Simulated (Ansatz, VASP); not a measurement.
# GaAs in VASP and in Ansatz

INCAR

```
PREC = Accurate
ENCUT = 520
EDIFF = 1E-7
ISMEAR = -1
SIGMA = 0.05
LREAL = F
LASPH = T
NELM = 100
ALGO = Normal
ISIF = 2
LWAVE = F
LCHARG = F
GGA = CA
NBANDS = 16
```

KPOINTS

```
Automatic mesh
0
Gamma
  11 11 11
```

Contents of POSCAR:

```
GaAs
1.0
    0.0000000000      2.8268500000      2.7985815000
    2.8268500000      0.0000000000      2.7985815000
    2.8268500000      2.8268500000      0.0000000000
Ga As
1 1
Direct
    0.0000000000      0.0000000000      0.0000000000
    0.7500000000      0.7500000000      0.7500000000
```

Input for Ansatz:

```yaml
crystal:
  lattice:
    - [0.0, 2.82685, 2.7985815]
    - [2.82685, 0.0, 2.7985815]
    - [2.82685, 2.82685, 0.0]
  atoms:
    - { symbol: Ga, position: [0.0, 0.0, 0.0] }
    - { symbol: As, position: [0.75, 0.75, 0.75] }
kpoints:
  mp_grid: { grid: [11, 11, 11] }
  band_path:
    path:
      - [0.0, 0.0, 0.0]
      - [0.0, 0.5, 0.5]
      - [0.25, 0.75, 0.5]
      - [0.0, 0.5, 0.0]
      - [0.0, 0.0, 0.0]
      - [0.5, 0.5, 0.0]
      - [0.3775380063, 0.6224619937, 0.0]
      - [-0.3775380063, 0.3775380063, 0.0]
      - [0.0, 0.0, 0.0]
    npoints: 5
scf:
  occupations: { method: fermi_dirac, width: 0.05 }
hamiltonian:
  xc: lda
  pseudopotentials: { kind: all_electron, lapw: { basis_error: 0.0005 } }
output:
  forces: true
  stress: true
  eigenvalues: true
```

Change from the starting cell: zz strain of -1 %.

Alike in both runs: task single point; functional LDA; k mesh 11 × 11 × 11; occupations fermi-dirac, width 0.05 eV; no spin polarisation.

|  | VASP | Ansatz |
| --- | --- | --- |
| version | VASP 6.6.1 | Ansatz 0.2.0 |
| potentials or method | VASP PAW LDA potentials, release 64 (Ga_d, As), cutoff 520 eV | all-electron LAPW, scalar-relativistic |

```csv
,VASP,Ansatz,Ansatz less VASP
pressure (GPa),-0.9,-1.2,-0.27
"traceless stress, the component that is largest in VASP (GPa)",0.42,0.42,+0.001
```

LDA's correlation is that of Perdew and Zunger in VASP and of Perdew and Wang (1992) in Ansatz. Ansatz ran all-electron here, and VASP with PAW potentials.
